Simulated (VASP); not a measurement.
Wanted: the native input for a VASP 6.6.1 run.

* Task: single point
* Functional: PBEsol
* Potentials or basis: VASP PAW PBE potentials, release 64 (Co, Sn_d)
* Cutoff: 520 eV
* k mesh: 4 × 4 × 4
* Occupations: gaussian, width 0.1 eV
* Spin: no spin polarisation
* Dipole correction: no
* Further INCAR settings: ALGO = Fast; EDIFF = 1e-06; NBANDS = 46

The structure of CoSn2 lies in POSCAR:

```
CoSn2
1.0
   -3.1443604510      3.1443604510      2.6963266555
    3.1443604510     -3.1443604510      2.6963266555
    3.1443604510      3.1443604510     -2.6963266555
Co Sn
2 4
Direct
    0.2500000000      0.2500000000      0.0000000000
    0.7500000000      0.7500000000      0.0000000000
    0.6655770777      0.1655770777      0.8311541555
    0.1655770777      0.3344229223      0.5000000000
    0.3344229223      0.8344229223      0.1688458445
    0.8344229223      0.6655770777      0.5000000000
```

One way to write it, as run:

INCAR

```
SYSTEM = CoSn2
PREC = Accurate ; ENCUT = 520
EDIFF = 1E-6 ; ISMEAR = 0
SIGMA = 0.1 ; LREAL = .FALSE.
LASPH = .TRUE. ; NELM = 60
ALGO = Fast ; ISIF = 2
LWAVE = .FALSE. ; LCHARG = .FALSE.
GGA = PS ; NBANDS = 46
```

KPOINTS

```
Automatic mesh
0
G
  4 4 4
  0 0 0
```

Potentials or basis: VASP PAW PBE potentials, release 64 (Co, Sn_d).

Launch:

```bash
$ cat potpaw_PBE.64/Co/POTCAR potpaw_PBE.64/Sn_d/POTCAR > POTCAR
$ mpirun -np 1 vasp_std > vasp.out
```

It gave:

```
Pressure               : -0.1 GPa
Largest force          : 0.007 eV/Å
Band gap on the k mesh : zero (band 37 reaches 11.85 eV, above the bottom of band 38 at 10.22 eV)
```

Caveat: the k points lie up to 0.38 Å⁻¹ apart; the PAW data sets were made with another functional, which shifts forces and pressure a little; spin-orbit coupling is left out, which moves the levels of the heavy elements.

Wall time 110 s on 1 thread of Intel(R) Xeon(R) Platinum 8488C (Sapphire Rapids), on a shared host, peak memory 0.25 GiB.
